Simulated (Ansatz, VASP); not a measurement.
Ti2C5 in VASP and in Ansatz

```
CELL_PARAMETERS angstrom
3.89668 0.00000 0.00000
-1.94834 3.37462 0.00000
0.00000 0.00000 6.83555
ATOMIC_POSITIONS crystal
Ti 0.00000 0.00000 0.00000
Ti 0.00000 0.00000 0.50000
C 0.33333 0.66667 0.00000
C 0.66667 0.33333 0.00000
C 0.50000 0.00000 0.50000
C 0.00000 0.50000 0.50000
C 0.50000 0.50000 0.50000
```

Alike in both runs: functional PBE; k mesh 5 × 5 × 2; occupations gaussian, width 0.2 eV; no spin polarisation.

Ansatz relaxed the structure, and its values are those at the end. VASP's run is a single point on that final structure, the one shown.

|  | VASP | Ansatz |
| --- | --- | --- |
| version | VASP 6.6.1 | Ansatz 0.2.0 |
| potentials or method | VASP PAW PBE potentials, release 64 (Ti_sv, C), cutoff 600 eV | scalar-relativistic, plane waves, PAW |
| valence electrons in the cell | 44 | 44 |

```tsv
	VASP	Ansatz	Ansatz less VASP
gap on the k mesh at the Fermi level (eV)	none	none	-
pressure (GPa)	-0.2	0.0	+0.16
```

A gap of «none» marks a metal or a gap that the smearing closes.

The k mesh is coarse, so the values compare programs but aren't converged.
